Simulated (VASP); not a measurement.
# CS2 (Cmce) in VASP: a series of runs

The runs below take CS2 through single point, with PBE.

All numbers are computed with VASP 6.6.1; they aren't measurements. Logs are shortened: lines on timing, memory, paths and dates and some standing lists are left out, and cuts for length are marked.

## (1) The cell of the first run

Symmetry: Cmce, No. 64, orthorhombic system. Conventional cell: a = 7.364 Å, b = 6.049 Å, c = 9.851 Å, α = 90.00°, β = 90.00°, γ = 90.00°. Within 2.1 Å of S (site symmetry m) lie 1 C at 1.56 Å. C (site symmetry 2/m) has 2 S at 1.56 Å within 2.1 Å.

## (2) Single point, PBE

Input file INCAR:

```
PREC = Accurate
ENCUT = 520
EDIFF = 1E-6
ISMEAR = -1
SIGMA = 0.05
LREAL = F
LASPH = T
NELM = 80
ALGO = Normal
ISIF = 2
LWAVE = F
LCHARG = F
GGA = PE
NBANDS = 25
```

Input file KPOINTS:

```
regular mesh
0
Gamma
  5 5 3
```

Input file POSCAR:

```
CS2
1.0
    3.6822458800     -3.0242571400      0.0000000000
    3.6822458800      3.0242571400      0.0000000000
    0.0000000000      0.0000000000      9.8512570000
S C
4 2
Direct
    0.1815210000      0.8184790000      0.8868670000
    0.3184790000      0.6815210000      0.3868670000
    0.6815210000      0.3184790000      0.6131330000
    0.8184790000      0.1815210000      0.1131330000
    0.5000000000      0.5000000000      0.5000000000
    0.0000000000      0.0000000000      0.0000000000
```

Potentials or basis: VASP PAW PBE potentials, release 64 (S, C).

Started as:

```bash
$ cat potpaw_PBE.64/S/POTCAR potpaw_PBE.64/C/POTCAR > POTCAR
$ mpirun -np 1 vasp_std > vasp.out
```

OUTCAR:

```text
PREC = Accurate
   ENCUT = 520
   EDIFF = 1E-6
   ISMEAR = -1
   LREAL = F
   LASPH = T
   NELM = 80
   ISIF = 2
   GGA = PE

 ion  position               nearest neighbor table
   1  0.182  0.818  0.887-   6 1.56
   2  0.318  0.682  0.387-   5 1.56
   3  0.682  0.318  0.613-   5 1.56
   4  0.818  0.182  0.113-   6 1.56
   5  0.500  0.500  0.500-   2 1.56   3 1.56
   6  0.000  0.000  0.000-   1 1.56   4 1.56

  LATTYP: Found a base centered orthorhombic cell.
 ALAT       =     6.0485142800
 B/A-ratio  =     1.2175703684
 C/A-ratio  =     1.6287069095

  Lattice vectors:

 A1 = (  -3.6822458800,  -3.0242571400,   0.0000000000)
 A2 = (   3.6822458800,  -3.0242571400,   0.0000000000)
 A3 = (   0.0000000000,   0.0000000000,   9.8512570000)

Analysis of symmetry for initial positions (statically):
=====================================================================
 Subroutine PRICEL returns:
 Original cell was already a primitive cell.

 Routine SETGRP: Setting up the symmetry group for a
 base centered orthorhombic supercell.

 Subroutine GETGRP returns: Found  8 space group operations
 (whereof  4 operations were pure point group operations)
 out of a pool of  8 trial point group operations.

The static configuration has the point symmetry C_2h.
 The point group associated with its full space group is D_2h.

Analysis of symmetry for dynamics (positions and initial velocities):
=====================================================================
 Subroutine PRICEL returns:
 Original cell was already a primitive cell.

 Routine SETGRP: Setting up the symmetry group for a
 base centered orthorhombic supercell.

 Subroutine GETGRP returns: Found  8 space group operations
 (whereof  4 operations were pure point group operations)
 out of a pool of  8 trial point group operations.

The dynamic configuration has the point symmetry C_2h.
 The point group associated with its full space group is D_2h.

 Subroutine INISYM returns: Found  8 space group operations
 (whereof  4 operations are pure point group operations),
 and found     1 'primitive' translations

----------------------------------------------------------------------------------------

[... 90 lines left out ...]
   LASPH  =      T    aspherical Exc in radial PAW
   ENCUT  =  520.0 eV  38.22 Ry    6.18 a.u.   8.86  8.86 18.32*2*pi/ulx,y,z
   NELM   =     80;   NELMIN=  2; NELMDL= -5     # of ELM steps
   EDIFF  = 0.1E-05   stopping-criterion for ELM
   LREAL  =      F    real-space projection
   EDIFFG = 0.1E-04   stopping-criterion for IOM
   NSW    =      0    number of steps for IOM
   IBRION =     -1    ionic relax: 0-MD 1-quasi-New 2-CG
   NFREE  =      0    steps in history (QN), initial steepest desc. (CG)
   ISIF   =      2    stress and relaxation
   ISYM   =      2    0-nonsym 1-usesym 2-fastsym
   POTIM  = 0.5000    time-step for ionic-motion
   TEBEG  =    0.0;   TEEND  =   0.0 temperature during run
   PSTRESS=    0.0 pullay stress
   NELECT =      32.0000    total number of electrons
   NUPDOWN=      -1.0000    fix difference up-down
   EMIN   =  10.00;   EMAX   =-10.00  energy-range for DOS
   EFERMI =   0.00;   METHOD = LEGACY
   ISMEAR =    -1;   SIGMA  =   0.05  broadening in eV -4-tet -1-fermi 0-gaus
   EFERMI_NEDOS =   21; number of points for ismear=-14 and -15
   IALGO  =     38    algorithm
   IMIX   =      4    mixing-type and parameters
     AMIX     =   0.40;   BMIX     =  1.00
     AMIX_MAG =   1.60;   BMIX_MAG =  1.00
  volume/ion in A,a.u.               =      36.57       246.77
  Fermi-wavevector in a.u.,A,eV,Ry     =   0.861735  1.628443 10.103514  0.742587
  Thomas-Fermi vector in A             =   1.979433
   LORBIT       =      0    0 simple, 1 ext, 2 COOP (PROOUT), +10 PAW based schemes
   GGA     = PE    functional components
   LHFCALC =     F    Hartree Fock is set to
   AEXX    =    0.0000 exact exchange contribution
   IVDW    =     0    specifies the selected vdW correction
   LEPSILON=     F    determine dielectric tensor
   LRPA    =     F    only Hartree local field effects (RPA)
 non-spin polarized calculation
  energy-cutoff  :      520.00
  volume of cell :      219.41
 maximum number of plane-waves:      5928
   NGX = 17   NGY = 17   NGZ = 37

 number of electron      32.0000005 magnetization

 Free energy of the ion-electron system (eV)
  ---------------------------------------------------
  ext. energy  EPLUGINS =         0.00000000
  ---------------------------------------------------
  free energy    TOTEN  =       -33.37441014 eV

  energy without entropy =      -33.37441014  energy(sigma->0) =      -33.37441014

 E-fermi :  -1.1738     XC(G=0):  -6.1546

 val. band max:       -2.2814146895   @ k =  -0.4000   0.4000   0.0000
 cond. band min:       1.1603746012   @ k =  -0.4000   0.4000   0.0000
 fundamental gap:      3.4417892907
 Fermi energy:        -1.1738055591

 k-point     1 :       0.0000    0.0000    0.0000
  band No.  band energies     occupation
      1     -17.0527      2.00000
      2     -17.0149      2.00000
      3     -14.8955      2.00000
      4     -14.8304      2.00000
      5      -8.5595      2.00000
      6      -8.3374      2.00000
[... 493 lines left out ...]
     24       5.6877      0.00000
     25       5.9790      0.00000

------------------------ aborting loop because EDIFF is reached ----------------------------------------

  FORCE on cell =-STRESS in cart. coord.  units (eV):
  Direction    XX          YY          ZZ          XY          YZ          ZX
  --------------------------------------------------------------------------------------
  -------------------------------------------------------------------------------------
  Total       -0.0078134     -1.1791072     -1.2084179      0.0000000      0.0000000      0.0000000
  in kB       -0.0570558     -8.6101501     -8.8241849      0.0000000      0.0000000      0.0000000
  external PRESSURE =      -5.8304636 kB  Pullay stress =       0.0000000 kB

 VOLUME and BASIS-vectors are now :
 -----------------------------------------------------------------------------
  energy-cutoff  :      520.00
  volume of cell :      219.41
      direct lattice vectors                 reciprocal lattice vectors
     3.682245880 -3.024257140  0.000000000     0.135786695 -0.165329857  0.000000000
     3.682245880  3.024257140  0.000000000     0.135786695  0.165329857  0.000000000
     0.000000000  0.000000000  9.851257000     0.000000000  0.000000000  0.101509889

 POSITION                                       TOTAL-FORCE (eV/Angst)
 -----------------------------------------------------------------------------------
      3.68225      1.92632      8.73675         0.000000      0.265143      0.266802
      3.68225      1.09793      3.81113         0.000000     -0.265143      0.266802
      3.68225     -1.09793      6.04013         0.000000      0.265143     -0.266802
      3.68225     -1.92632      1.11450         0.000000     -0.265143     -0.266802
      3.68225      0.00000      4.92563        -0.000000      0.000000      0.000000
      0.00000      0.00000      0.00000         0.000000      0.000000      0.000000
 -----------------------------------------------------------------------------------
    total drift:                                0.000000     -0.000000     -0.000000

  FREE ENERGIE OF THE ION-ELECTRON SYSTEM (eV)
  ---------------------------------------------------
  free  energy   TOTEN  =       -33.3744101386 eV

  energy  without entropy=      -33.3744101384  energy(sigma->0) =      -33.37441014
```

OSZICAR:

```text
N       E                     dE             d eps       ncg     rms          rms(c)
DAV:   1     0.179757244180E+03    0.17976E+03   -0.11965E+04   900   0.101E+03
DAV:   2    -0.157346643734E+02   -0.19549E+03   -0.18743E+03  1252   0.191E+02
DAV:   3    -0.351464212940E+02   -0.19412E+02   -0.19228E+02  1139   0.652E+01
DAV:   4    -0.355699952788E+02   -0.42357E+00   -0.42268E+00  1183   0.118E+01
DAV:   5    -0.355822072505E+02   -0.12212E-01   -0.12208E-01  1174   0.189E+00    0.292E+01
DAV:   6    -0.335624096307E+02    0.20198E+01   -0.45058E+00   939   0.130E+01    0.129E+01
DAV:   7    -0.333924046590E+02    0.17000E+00   -0.13247E+00  1200   0.636E+00    0.738E+00
DAV:   8    -0.333893526663E+02    0.30520E-02   -0.19635E-01  1093   0.217E+00    0.987E-01
DAV:   9    -0.333760179809E+02    0.13335E-01   -0.41735E-02  1112   0.101E+00    0.932E-01
DAV:  10    -0.333747308807E+02    0.12871E-02   -0.39889E-03  1109   0.358E-01    0.329E-01
DAV:  11    -0.333744343996E+02    0.29648E-03   -0.10414E-03  1143   0.162E-01    0.341E-01
DAV:  12    -0.333744064981E+02    0.27902E-04   -0.25428E-04  1006   0.998E-02    0.521E-02
DAV:  13    -0.333744119524E+02   -0.54543E-05   -0.36140E-05  1183   0.319E-02    0.217E-02
DAV:  14    -0.333744104648E+02    0.14876E-05   -0.12828E-06   831   0.652E-03    0.809E-03
DAV:  15    -0.333744101386E+02    0.32622E-06   -0.10684E-06   743   0.678E-03
   1 F= -.33374410E+02 E0= -.33374410E+02  d E =-.107100E-09
```

stdout:

```text
POSCAR found type information on POSCAR S C
 POSCAR found :  2 types and       6 ions
 scaLAPACK will be used
 LDA part: xc-table for (Slater+PW92), standard interpolation
 POSCAR, INCAR and KPOINTS ok, starting setup
 FFT: planning ... GRIDC
 FFT: planning ... GRID_SOFT
 FFT: planning ... GRID
 WAVECAR not read
 entering main loop
```

Wall time 68 s (1 thread of Intel Xeon Platinum 8559C (Emerald Rapids), shared host); peak memory 0.33 GiB.

What came out:

- Free energy: -33.3744 eV
- Pressure: -0.6 GPa
- Largest force: 0.376 eV/Å
- Band gap on the k mesh: 3.44 eV

Forces on the atoms (eV/Å):
```
S    0.000  0.265  0.267
S    0.000 -0.265  0.267
S    0.000  0.265 -0.267
S    0.000 -0.265 -0.267
C    0.000  0.000  0.000
C    0.000  0.000  0.000
```

Stress tensor (GPa, compression positive):
```
-0.01  0.00  0.00
 0.00 -0.86  0.00
 0.00  0.00 -0.88
```

Levels at points of the mesh, in eV from the valence-band top:
```tsv
k point	band 13	band 14	band 15	band 16	band 17	band 18	band 19	band 20
(0.00, 0.00, 0.00)	-0.45	-0.33	-0.31	-0.17	3.48	3.57	3.78	4.00
```

Caveat: this functional lacks dispersion, which holds the molecules together, so the pressure and a relaxed volume are unreliable. A k mesh can miss the band edges.

## (3) Single point, PBE

This run uses another cell than the first one, of 37.30 Å³/atom.

Input file INCAR:

```
ALGO = Normal
EDIFF = 1E-6
ENCUT = 520
GGA = PE
ISIF = 2
ISMEAR = -1
LASPH = True
LCHARG = False
LREAL = False
LWAVE = False
NBANDS = 25
NELM = 80
PREC = Accurate
SIGMA = 0.05
```

Input file KPOINTS:

```
k-points
0
Gamma
  5 5 3
```

POSCAR: that of step 2 with these lines changed.

```diff
@@ -2,4 +2,4 @@
 1.0
-    3.6822458800     -3.0242571400      0.0000000000
-    3.6822458800      3.0242571400      0.0000000000
+    3.7187037600     -3.0542002800      0.0000000000
+    3.7187037600      3.0542002800      0.0000000000
     0.0000000000      0.0000000000      9.8512570000
```

Potentials or basis: VASP PAW PBE potentials, release 64 (S, C).

Started as:

```bash
$ cat potpaw_PBE.64/S/POTCAR potpaw_PBE.64/C/POTCAR > POTCAR
$ mpirun -np 1 vasp_std > vasp.out
```

OUTCAR:

```text
EDIFF = 1E-6
   ENCUT = 520
   GGA = PE
   ISIF = 2
   ISMEAR = -1
   LASPH = True
   LREAL = False
   NELM = 80
   PREC = Accurate

 ion  position               nearest neighbor table
   1  0.182  0.818  0.887-   6 1.57
   2  0.318  0.682  0.387-   5 1.57
   3  0.682  0.318  0.613-   5 1.57
   4  0.818  0.182  0.113-   6 1.57
   5  0.500  0.500  0.500-   2 1.57   3 1.57
   6  0.000  0.000  0.000-   1 1.57   4 1.57

  LATTYP: Found a base centered orthorhombic cell.
 ALAT       =     6.1084005600
 B/A-ratio  =     1.2175703684
 C/A-ratio  =     1.6127391947

  Lattice vectors:

 A1 = (  -3.7187037600,  -3.0542002800,   0.0000000000)
 A2 = (   3.7187037600,  -3.0542002800,   0.0000000000)
 A3 = (   0.0000000000,   0.0000000000,   9.8512570000)

Analysis of symmetry for initial positions (statically):
=====================================================================
 Subroutine PRICEL returns:
 Original cell was already a primitive cell.

 Routine SETGRP: Setting up the symmetry group for a
 base centered orthorhombic supercell.

 Subroutine GETGRP returns: Found  8 space group operations
 (whereof  4 operations were pure point group operations)
 out of a pool of  8 trial point group operations.

The static configuration has the point symmetry C_2h.
 The point group associated with its full space group is D_2h.

Analysis of symmetry for dynamics (positions and initial velocities):
=====================================================================
 Subroutine PRICEL returns:
 Original cell was already a primitive cell.

 Routine SETGRP: Setting up the symmetry group for a
 base centered orthorhombic supercell.

 Subroutine GETGRP returns: Found  8 space group operations
 (whereof  4 operations were pure point group operations)
 out of a pool of  8 trial point group operations.

The dynamic configuration has the point symmetry C_2h.
[... 120 lines left out ...]
     AMIX     =   0.40;   BMIX     =  1.00
     AMIX_MAG =   1.60;   BMIX_MAG =  1.00
  volume/ion in A,a.u.               =      37.30       251.68
  Fermi-wavevector in a.u.,A,eV,Ry     =   0.856094  1.617782  9.971659  0.732896
  Thomas-Fermi vector in A             =   1.972943
   LORBIT       =      0    0 simple, 1 ext, 2 COOP (PROOUT), +10 PAW based schemes
   GGA     = PE    functional components
   LHFCALC =     F    Hartree Fock is set to
   AEXX    =    0.0000 exact exchange contribution
   IVDW    =     0    specifies the selected vdW correction
   LEPSILON=     F    determine dielectric tensor
   LRPA    =     F    only Hartree local field effects (RPA)
 non-spin polarized calculation
  energy-cutoff  :      520.00
  volume of cell :      223.77
 maximum number of plane-waves:      6044
   NGX = 17   NGY = 17   NGZ = 37

 number of electron      32.0000010 magnetization

 Free energy of the ion-electron system (eV)
  ---------------------------------------------------
  ext. energy  EPLUGINS =         0.00000000
  ---------------------------------------------------
  free energy    TOTEN  =       -33.35762749 eV

  energy without entropy =      -33.35762749  energy(sigma->0) =      -33.35762749

 E-fermi :  -1.1901     XC(G=0):  -6.0891

 val. band max:       -2.3713266366   @ k =  -0.4000   0.4000   0.0000
 cond. band min:       1.0555558081   @ k =  -0.4000   0.4000   0.0000
 fundamental gap:      3.4268824447
 Fermi energy:        -1.1901122818

 k-point     1 :       0.0000    0.0000    0.0000
  band No.  band energies     occupation
      1     -17.0783      2.00000
      2     -17.0414      2.00000
      3     -14.9439      2.00000
      4     -14.8818      2.00000
      5      -8.6556      2.00000
      6      -8.4507      2.00000
[... 493 lines left out ...]
     24       5.5653      0.00000
     25       5.8580      0.00000

------------------------ aborting loop because EDIFF is reached ----------------------------------------

  FORCE on cell =-STRESS in cart. coord.  units (eV):
  Direction    XX          YY          ZZ          XY          YZ          ZX
  --------------------------------------------------------------------------------------
  -------------------------------------------------------------------------------------
  Total       -0.0284681     -2.3658912     -2.3794103      0.0000000      0.0000000      0.0000000
  in kB       -0.2038254    -16.9392667    -17.0360605      0.0000000      0.0000000      0.0000000
  external PRESSURE =     -11.3930509 kB  Pullay stress =       0.0000000 kB

 VOLUME and BASIS-vectors are now :
 -----------------------------------------------------------------------------
  energy-cutoff  :      520.00
  volume of cell :      223.77
      direct lattice vectors                 reciprocal lattice vectors
     3.718703760 -3.054200280  0.000000000     0.134455453 -0.163708976  0.000000000
     3.718703760  3.054200280  0.000000000     0.134455453  0.163708976  0.000000000
     0.000000000  0.000000000  9.851257000     0.000000000  0.000000000  0.101509889

 POSITION                                       TOTAL-FORCE (eV/Angst)
 -----------------------------------------------------------------------------------
      3.71870      1.94540      8.73675         0.000000      0.524136      0.524220
      3.71870      1.10880      3.81113         0.000000     -0.524136      0.524220
      3.71870     -1.10880      6.04013         0.000000      0.524136     -0.524220
      3.71870     -1.94540      1.11450         0.000000     -0.524136     -0.524220
      3.71870      0.00000      4.92563         0.000000      0.000000      0.000000
      0.00000      0.00000      0.00000         0.000000      0.000000      0.000000
 -----------------------------------------------------------------------------------
    total drift:                                0.000000     -0.000000     -0.000000

  FREE ENERGIE OF THE ION-ELECTRON SYSTEM (eV)
  ---------------------------------------------------
  free  energy   TOTEN  =       -33.3576274863 eV

  energy  without entropy=      -33.3576274862  energy(sigma->0) =      -33.35762749
```

OSZICAR:

```text
N       E                     dE             d eps       ncg     rms          rms(c)
DAV:   1     0.185221866857E+03    0.18522E+03   -0.12163E+04   900   0.102E+03
DAV:   2    -0.144523805677E+02   -0.19967E+03   -0.19081E+03  1271   0.191E+02
DAV:   3    -0.349945145607E+02   -0.20542E+02   -0.20326E+02  1121   0.667E+01
DAV:   4    -0.354469270333E+02   -0.45241E+00   -0.45145E+00  1160   0.122E+01
DAV:   5    -0.354601894191E+02   -0.13262E-01   -0.13258E-01  1199   0.195E+00    0.287E+01
DAV:   6    -0.335440944980E+02    0.19161E+01   -0.42497E+00   932   0.127E+01    0.127E+01
DAV:   7    -0.333776630038E+02    0.16643E+00   -0.12692E+00  1174   0.625E+00    0.731E+00
DAV:   8    -0.333720174029E+02    0.56456E-02   -0.19554E-01  1117   0.219E+00    0.970E-01
DAV:   9    -0.333592177520E+02    0.12800E-01   -0.41877E-02  1119   0.101E+00    0.949E-01
DAV:  10    -0.333579750381E+02    0.12427E-02   -0.36959E-03  1093   0.348E-01    0.312E-01
DAV:  11    -0.333576545269E+02    0.32051E-03   -0.10955E-03  1160   0.164E-01    0.355E-01
DAV:  12    -0.333576244419E+02    0.30085E-04   -0.27153E-04  1021   0.103E-01    0.454E-02
DAV:  13    -0.333576293430E+02   -0.49011E-05   -0.34106E-05  1192   0.312E-02    0.215E-02
DAV:  14    -0.333576278435E+02    0.14995E-05   -0.12701E-06   824   0.649E-03    0.833E-03
DAV:  15    -0.333576274863E+02    0.35724E-06   -0.10905E-06   726   0.687E-03
   1 F= -.33357627E+02 E0= -.33357627E+02  d E =-.262224E-10
```

stdout:

```text
POSCAR found type information on POSCAR S C
 POSCAR found :  2 types and       6 ions
 scaLAPACK will be used
 LDA part: xc-table for (Slater+PW92), standard interpolation
 POSCAR, INCAR and KPOINTS ok, starting setup
 FFT: planning ... GRIDC
 FFT: planning ... GRID_SOFT
 FFT: planning ... GRID
 WAVECAR not read
 entering main loop
```

It took 77 s on 1 thread of Intel Xeon Platinum 8559C (Emerald Rapids), shared host; peak memory 0.32 GiB.

Results:

| Quantity | Value |
| --- | --- |
| Free energy | -33.3576 eV |
| Pressure | -1.1 GPa |
| Largest force | 0.741 eV/Å |
| Band gap on the k mesh | 3.43 eV |

Forces in eV/Å, atoms in the order of the input:
```
S    0.000  0.524  0.524
S    0.000 -0.524  0.524
S    0.000  0.524 -0.524
S    0.000 -0.524 -0.524
C    0.000  0.000  0.000
C    0.000  0.000  0.000
```

Levels at points of the mesh, in eV from the valence-band top:
| k point | band 14 | band 15 | band 16 | band 17 | band 18 | band 19 |
| --- | --- | --- | --- | --- | --- | --- |
| (0.00, 0.00, 0.00) | -0.32 | -0.31 | -0.17 | 3.46 | 3.54 | 3.75 |

Caveat: this functional lacks dispersion, which holds the molecules together, so the pressure and a relaxed volume are unreliable. A k mesh can miss the band edges.

(Part 1 of 2 ends here.)
